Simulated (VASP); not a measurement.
Input of a VASP 6.6.1 run:

INCAR

```
  PREC = Accurate
  ENCUT = 520
  EDIFF = 1E-6
  ISMEAR = 0
  SIGMA = 0.15
  LREAL = False
  LASPH = True
  NELM = 80
  ALGO = Fast
  ISIF = 2
  LWAVE = False
  LCHARG = False
  GGA = PS
  NBANDS = 26
```

KPOINTS

```
Automatic mesh
0
Gamma
  12 12 12
```

The input POSCAR:

```
Sc3Al
1.0
    3.8217354476      0.0000000000      0.0000000000
    0.0000000000      3.8217354476      0.0000000000
    0.0000000000      0.0000000000      5.7326031713
Sc Al
3 1
Direct
    0.5000000000      0.0000000000      0.5000000000
    0.0000000000      0.5000000000      0.5000000000
    0.5000000000      0.5000000000      0.0000000000
    0.0000000000      0.0000000000      0.0000000000
```

Potentials or basis: VASP PAW PBE potentials, release 64 (Sc_sv, Al).

Command:

```sh
$ cat potpaw_PBE.64/Sc_sv/POTCAR potpaw_PBE.64/Al/POTCAR > POTCAR
$ mpirun -np 1 vasp_std > vasp.out
```

**Question.** Estimate the pressure.

**Answer.** 4.4 GPa.

**Question.** Predict the band gap on the k mesh.

**Answer.** Zero (bands 18 and 19 overlap by 0.56 eV).

Stress tensor (GPa, compression positive):
```
 13.31   0.00   0.00
  0.00  13.31   0.00
  0.00   0.00 -13.29
```

Caveat: the stress differs along the axes, from -13 to 13 GPa; the PAW data sets were made with another functional, which shifts forces and pressure a little.
